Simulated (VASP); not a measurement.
# Cr (P6_3/mmc) in VASP: further runs

Runs on Cr. Level: PBEsol. Tasks: single point.

Everything below comes from runs of VASP 6.6.1. Logs are shortened: lines on timing, memory, paths and dates and some standing lists are left out, and cuts for length are marked.

### 1 The cell of the first run

Symmetry: P6_3/mmc, No. 194, hexagonal system. Conventional cell: a = 2.457 Å, b = 2.457 Å, c = 4.394 Å, α = 90.00°, β = 90.00°, γ = 120.00°. Within 3.2 Å of Cr (site symmetry -6m2) lie 12 Cr at 2.46 to 2.62 Å.

This isn't the form of Cr at room conditions, which is bcc.

### 2 Single point, PBEsol, collinear spin, ferromagnetic start

INCAR

```
SYSTEM = Cr
PREC = Accurate
ENCUT = 520
EDIFF = 1E-6
ISMEAR = -1
SIGMA = 0.05
LREAL = .FALSE.
LASPH = .TRUE.
NELM = 150
ALGO = Normal
ISIF = 2
LWAVE = .FALSE.
LCHARG = .FALSE.
ISPIN = 2
MAGMOM = 1.5 1.5
LORBIT = 11
LMAXMIX = 4
GGA = PS
NBANDS = 23
```

KPOINTS

```
regular mesh
0
G
  14 14 8
  0 0 0
```

POSCAR

```
Cr
1.0
    2.4568823679      0.0000000000      0.0000000000
   -1.2284411840      2.1277225447      0.0000000000
    0.0000000000      0.0000000000      4.3943340499
Cr
2
Direct
    0.3333333333      0.6666666667      0.2500000000
    0.6666666667      0.3333333333      0.7500000000
```

Potentials or basis: VASP PAW PBE potentials, release 64 (Cr_pv).

Run with:

```bash
$ cat potpaw_PBE.64/Cr_pv/POTCAR > POTCAR
$ mpirun -np 1 vasp_std > vasp.out
```

OUTCAR:

```text
SYSTEM = Cr
   PREC = Accurate
   ENCUT = 520
   EDIFF = 1E-6
   ISMEAR = -1
   LREAL = .FALSE.
   LASPH = .TRUE.
   NELM = 150
   ISIF = 2
   ISPIN = 2
   LORBIT = 11
   GGA = PS

 ion  position               nearest neighbor table
   1  0.333  0.667  0.250-   2 2.62   2 2.62   2 2.62   2 2.62   2 2.62   2 2.62
   2  0.667  0.333  0.750-   1 2.62   1 2.62   1 2.62   1 2.62   1 2.62   1 2.62

  LATTYP: Found a hexagonal cell.
 ALAT       =     2.4568823679
 C/A-ratio  =     1.7885813775

  Lattice vectors:

 A1 = (   2.4568823679,   0.0000000000,   0.0000000000)
 A2 = (  -1.2284411840,   2.1277225447,   0.0000000000)
 A3 = (   0.0000000000,   0.0000000000,   4.3943340499)

Analysis of symmetry for initial positions (statically):
=====================================================================
 Subroutine PRICEL returns:
 Original cell was already a primitive cell.

 Routine SETGRP: Setting up the symmetry group for a
 hexagonal supercell.

 Subroutine GETGRP returns: Found 24 space group operations
 (whereof 12 operations were pure point group operations)
 out of a pool of 24 trial point group operations.

The static configuration has the point symmetry D_3d.
 The point group associated with its full space group is D_6h.

Analysis of symmetry for dynamics (positions and initial velocities):
=====================================================================
 Subroutine PRICEL returns:
 Original cell was already a primitive cell.

 Routine SETGRP: Setting up the symmetry group for a
 hexagonal supercell.

 Subroutine GETGRP returns: Found 24 space group operations
 (whereof 12 operations were pure point group operations)
 out of a pool of 24 trial point group operations.

The dynamic configuration has the point symmetry D_3d.
 The point group associated with its full space group is D_6h.

Analysis of structural, dynamic, and magnetic symmetry:
=====================================================================
 Subroutine PRICEL returns:
 Original cell was already a primitive cell.

 Routine SETGRP: Setting up the symmetry group for a
 hexagonal supercell.

 Subroutine GETGRP returns: Found 24 space group operations
 (whereof 12 operations were pure point group operations)
 out of a pool of 24 trial point group operations.

The overall configuration has the point symmetry D_3d.
 The point group associated with its full space group is D_6h.

 Subroutine INISYM returns: Found 24 space group operations
 (whereof 12 operations are pure point group operations),
 and found     1 'primitive' translations

----------------------------------------------------------------------------------------

                                     Primitive cell

  volume of cell :      22.9717

  direct lattice vectors                    reciprocal lattice vectors
     2.456882368  0.000000000  0.000000000     0.407019894  0.234993045  0.000000000
    -1.228441184  2.127722545  0.000000000     0.000000000  0.469986090  0.000000000
     0.000000000  0.000000000  4.394334050     0.000000000  0.000000000  0.227565767

  length of vectors
     2.456882368  2.456882368  4.394334050     0.469986090  0.469986090  0.227565767

  position of ions in fractional coordinates (direct lattice)
     0.333333333  0.666666667  0.250000000
     0.666666667  0.333333333  0.750000000

  ion indices of the primitive-cell ions
   primitive index   ion index
                 1           1
                 2           2

----------------------------------------------------------------------------------------

 KPOINTS: regular mesh

Automatic generation of k-mesh.
 Grid dimensions read from file:
 generate k-points for:   14   14    8

 Generating k-lattice:

  Cartesian coordinates                     Fractional coordinates (reciprocal lattice)
     0.029072850  0.016785218  0.000000000     0.071428571  0.000000000  0.000000000
     0.000000000  0.033570435  0.000000000     0.000000000  0.071428571  0.000000000
     0.000000000  0.000000000  0.028445721     0.000000000  0.000000000  0.125000000

  Length of vectors
     0.033570435  0.033570435  0.028445721

  Shift w.r.t. Gamma in fractional coordinates (k-lattice)
     0.000000000  0.000000000  0.000000000

 Subroutine IBZKPT returns following result:
 ===========================================

 Found    120 irreducible k-points:

 Following reciprocal coordinates:
            Coordinates               Weight
  0.000000  0.000000  0.000000      1.000000
  0.071429  0.000000  0.000000      6.000000
  0.142857  0.000000  0.000000      6.000000
  0.214286  0.000000  0.000000      6.000000
  0.285714  0.000000  0.000000      6.000000
  0.357143  0.000000  0.000000      6.000000
[... 16 lines left out ...]
  0.285714  0.285714  0.000000      6.000000
  0.357143  0.285714  0.000000      6.000000
 [... further k-points ...]
   k-points           NKPTS =    120   k-points in BZ     NKDIM =    120   number of bands    NBANDS=     23
   number of dos      NEDOS =    301   number of ions     NIONS =      2
   total plane-waves  NPLWV =  11664
   dimension x,y,z NGX =    18 NGY =   18 NGZ =   36
   dimension x,y,z NGXF=    36 NGYF=   36 NGZF=   72
   ions per type =               2
   NGX,Y,Z   is equivalent  to a cutoff of  12.18, 12.18, 13.62 a.u.
   NGXF,Y,Z  is equivalent  to a cutoff of  24.36, 24.36, 27.24 a.u.
 SYSTEM =  Cr
   PREC   = accura    normal or accurate (medium, high low for compatibility)
   ISTART =      0    job   : 0-new  1-cont  2-samecut
   ICHARG =      2    charge: 1-file 2-atom 10-const
   ISPIN  =      2    spin polarized calculation?
   LNONCOLLINEAR =      F non collinear calculations
   LSORBIT =      F    spin-orbit coupling
   LASPH  =      T    aspherical Exc in radial PAW
   ENCUT  =  520.0 eV  38.22 Ry    6.18 a.u.   4.57  4.57  8.17*2*pi/ulx,y,z
   NELM   =    150;   NELMIN=  2; NELMDL= -5     # of ELM steps
   EDIFF  = 0.1E-05   stopping-criterion for ELM
   LREAL  =      F    real-space projection
   EDIFFG = 0.1E-04   stopping-criterion for IOM
   NSW    =      0    number of steps for IOM
   IBRION =     -1    ionic relax: 0-MD 1-quasi-New 2-CG
   NFREE  =      0    steps in history (QN), initial steepest desc. (CG)
   ISIF   =      2    stress and relaxation
   ISYM   =      2    0-nonsym 1-usesym 2-fastsym
   POTIM  = 0.5000    time-step for ionic-motion
   TEBEG  =    0.0;   TEEND  =   0.0 temperature during run
   PSTRESS=    0.0 pullay stress
   NELECT =      24.0000    total number of electrons
   NUPDOWN=      -1.0000    fix difference up-down
   EMIN   =  10.00;   EMAX   =-10.00  energy-range for DOS
   EFERMI =   0.00;   METHOD = LEGACY
   ISMEAR =    -1;   SIGMA  =   0.05  broadening in eV -4-tet -1-fermi 0-gaus
   EFERMI_NEDOS =   21; number of points for ismear=-14 and -15
   IALGO  =     38    algorithm
   IMIX   =      4    mixing-type and parameters
     AMIX     =   0.40;   BMIX     =  1.00
     AMIX_MAG =   1.60;   BMIX_MAG =  1.00
  volume/ion in A,a.u.               =      11.49        77.51
  Fermi-wavevector in a.u.,A,eV,Ry     =   1.661171  3.139159 37.545145  2.759490
  Thomas-Fermi vector in A             =   2.748281
   LORBIT       =     11    0 simple, 1 ext, 2 COOP (PROOUT), +10 PAW based schemes
   GGA     = PS    functional components
   LHFCALC =     F    Hartree Fock is set to
   AEXX    =    0.0000 exact exchange contribution
   IVDW    =     0    specifies the selected vdW correction
   LEPSILON=     F    determine dielectric tensor
   LRPA    =     F    only Hartree local field effects (RPA)
 spin polarized calculation
  energy-cutoff  :      520.00
  volume of cell :       22.97
 maximum number of plane-waves:       636
   NGX =  9   NGY =  9   NGZ = 17

 number of electron      23.9999993 magnetization       0.0236054

 number of electron      23.9999993 magnetization      -0.0006629

 Free energy of the ion-electron system (eV)
  ---------------------------------------------------
  ext. energy  EPLUGINS =         0.00000000
  ---------------------------------------------------
  free energy    TOTEN  =       -19.65964194 eV

  energy without entropy =      -19.63379911  energy(sigma->0) =      -19.64672052

 E-fermi :  10.7273     XC(G=0): -13.8448

 val. band max:       10.7253509662   @ k =   0.3571   0.1429   0.2500
 cond. band min:      10.7377672680   @ k =   0.0714   0.0714   0.1250
 fundamental gap:      0.0124163018
 Fermi energy:        10.7272875264

 spin component 1

 k-point     1 :       0.0000    0.0000    0.0000
  band No.  band energies     occupation
      1     -32.4148      1.00000
      2     -31.6534      1.00000
      3     -31.4925      1.00000
      4     -31.4925      1.00000
      5     -31.4205      1.00000
      6     -31.4205      1.00000
[... 15 lines left out ...]
     22      30.9900      0.00000
     23      31.1336      0.00000
[... 575 lines left out ...]
      1     -32.2420      1.00000
      2     -32.1442      1.00000
      3     -32.0775      1.00000
      4     -31.9699      1.00000
      5     -31.8991      1.00000
      6     -31.8392      1.00000
[... 15 lines left out ...]
     22      24.3147      0.00000
     23      24.7520      0.00000

 [... further k-points ...]

 spin component 2

 k-point     1 :       0.0000    0.0000    0.0000
  band No.  band energies     occupation
      1     -32.4150      1.00000
      2     -31.6536      1.00000
      3     -31.4927      1.00000
      4     -31.4927      1.00000
      5     -31.4207      1.00000
      6     -31.4207      1.00000
[... 15 lines left out ...]
     22      30.9899      0.00000
     23      31.1338      0.00000
[... 575 lines left out ...]
      1     -32.2422      1.00000
      2     -32.1445      1.00000
      3     -32.0778      1.00000
      4     -31.9701      1.00000
      5     -31.8993      1.00000
      6     -31.8394      1.00000
[... 15 lines left out ...]
     22      24.3145      0.00000
     23      24.7518      0.00000

 [... further k-points ...]
[... 5 lines left out ...]
  --------------------------------------------------------------------------------------
  -------------------------------------------------------------------------------------
  Total       -0.0871921     -0.0871921     -0.0631801      0.0000000     -0.0000000     -0.0000000
  in kB       -6.0812829     -6.0812829     -4.4065458      0.0000000     -0.0000000     -0.0000000
  external PRESSURE =      -5.5230372 kB  Pullay stress =       0.0000000 kB

 VOLUME and BASIS-vectors are now :
 -----------------------------------------------------------------------------
  energy-cutoff  :      520.00
  volume of cell :       22.97
      direct lattice vectors                 reciprocal lattice vectors
     2.456882368  0.000000000  0.000000000     0.407019894  0.234993045  0.000000000
    -1.228441184  2.127722545  0.000000000     0.000000000  0.469986090  0.000000000
     0.000000000  0.000000000  4.394334050     0.000000000  0.000000000  0.227565767

 POSITION                                       TOTAL-FORCE (eV/Angst)
 -----------------------------------------------------------------------------------
     -0.00000      1.41848      1.09858        -0.000000     -0.000000      0.000000
      1.22844      0.70924      3.29575         0.000000      0.000000      0.000000
 -----------------------------------------------------------------------------------
    total drift:                               -0.000000      0.000000     -0.000000

  FREE ENERGIE OF THE ION-ELECTRON SYSTEM (eV)
  ---------------------------------------------------
  free  energy   TOTEN  =       -19.6596419406 eV

  energy  without entropy=      -19.6337991085  energy(sigma->0) =      -19.64672052

 total charge

# of ion       s       p       d       tot
------------------------------------------
    1        0.445   6.395   4.257  11.096
    2        0.445   6.395   4.257  11.096
--------------------------------------------------
tot          0.890  12.790   8.513  22.193

 magnetization (x)

# of ion       s       p       d       tot
------------------------------------------
    1       -0.000  -0.000  -0.000  -0.000
    2       -0.000  -0.000  -0.000  -0.000
--------------------------------------------------
tot         -0.000  -0.000  -0.000  -0.000
```

Wall time 69 s (1 thread of AMD EPYC 9R45 (Zen 5), shared host); peak memory 0.17 GiB.

What came out:

```yaml
Free_energy: -19.6596 eV
Pressure: -0.6 GPa
Band_gap_on_the_k_mesh: zero (filled and empty bands overlap)
Net_moment: 0.00 μB per cell
Valence_electrons_inside_the_program's_atomic_spheres: Cr 11.10
```

Caveat: an empty level that is flat over the whole mesh can mark a ghost state of the potentials, or a narrow d or f band; the moments typed at the start vanished in this run; the PAW data sets were made with another functional, which shifts forces and pressure a little.

### 3 Single point, PBEsol, collinear spin, ferromagnetic start (10.11 Å³/atom)

This run uses another cell than the first one, of 10.11 Å³/atom.

INCAR

```
SYSTEM = Cr
  PREC = Accurate
  ENCUT = 520
  EDIFF = 1E-6
  ISMEAR = -1
  SIGMA = 0.05
  LREAL = .FALSE.
  LASPH = .TRUE.
  NELM = 150
  ALGO = Normal
  ISIF = 2
  LWAVE = .FALSE.
  LCHARG = .FALSE.
  ISPIN = 2
  MAGMOM = 1.5 1.5
  LORBIT = 11
  LMAXMIX = 4
  GGA = PS
  NBANDS = 23
```

KPOINTS

```
regular mesh
0
G
  16 16 8
  0 0 0
```

POSCAR

```
Cr
1.0
    2.3543909928      0.0000000000      0.0000000000
   -1.1771954964      2.0389624102      0.0000000000
    0.0000000000      0.0000000000      4.2110198850
Cr
2
Direct
    0.3333333333      0.6666666667      0.2500000000
    0.6666666667      0.3333333333      0.7500000000
```

Potentials or basis: VASP PAW PBE potentials, release 64 (Cr_pv).

Run with:

```bash
$ cat potpaw_PBE.64/Cr_pv/POTCAR > POTCAR
$ mpirun -np 1 vasp_std > vasp.out
```

Run time: 74 s. Hardware: 1 thread of AMD EPYC 9R45 (Zen 5), shared host; peak memory 0.18 GiB.

The run converged. Its results:

```
Free energy                                           : -19.3346 eV
Pressure                                              : 42.2 GPa
Band gap on the k mesh                                : zero (filled and empty bands overlap)
Net moment                                            : 0.00 μB per cell
Valence electrons inside the program's atomic spheres : Cr 11.41
```

Stress tensor (GPa, compression positive):
```
43.82  0.00  0.00
 0.00 43.82  0.00
 0.00  0.00 38.91
```

Levels at points of the mesh, in eV from the Fermi level:
Spin up:
```
           k point  band 9  band 10  band 11  band 12  band 13  band 14  band 15  band 16
(0.00, 0.00, 0.00)   -1.54    -0.51    -0.51    -0.08    -0.08     0.02     1.29     1.29
(0.50, 0.00, 0.00)   -4.07    -1.19    -0.47    -0.31    -0.27     2.86     3.53     3.68
(0.00, 0.00, 0.50)   -1.96    -1.96    -0.47    -0.47    -0.47    -0.47     2.22     2.22
(0.50, 0.00, 0.50)   -3.12    -3.12     1.11     1.11     1.69     1.69     3.61     3.61
```
Spin down:
| k point | band 9 | band 10 | band 11 | band 12 | band 13 | band 14 | band 15 | band 16 |
| --- | --- | --- | --- | --- | --- | --- | --- | --- |
| (0.00, 0.00, 0.00) | -1.54 | -0.51 | -0.51 | -0.08 | -0.08 | 0.02 | 1.29 | 1.29 |
| (0.50, 0.00, 0.00) | -4.07 | -1.20 | -0.47 | -0.31 | -0.27 | 2.86 | 3.52 | 3.68 |
| (0.00, 0.00, 0.50) | -1.96 | -1.96 | -0.47 | -0.47 | -0.47 | -0.47 | 2.22 | 2.22 |
| (0.50, 0.00, 0.50) | -3.12 | -3.12 | 1.11 | 1.11 | 1.69 | 1.69 | 3.61 | 3.61 |

Caveat: the cell stands under pressure; an empty level that is flat over the whole mesh can mark a ghost state of the potentials, or a narrow d or f band; the moments typed at the start vanished in this run; the PAW data sets were made with another functional, which shifts forces and pressure a little.
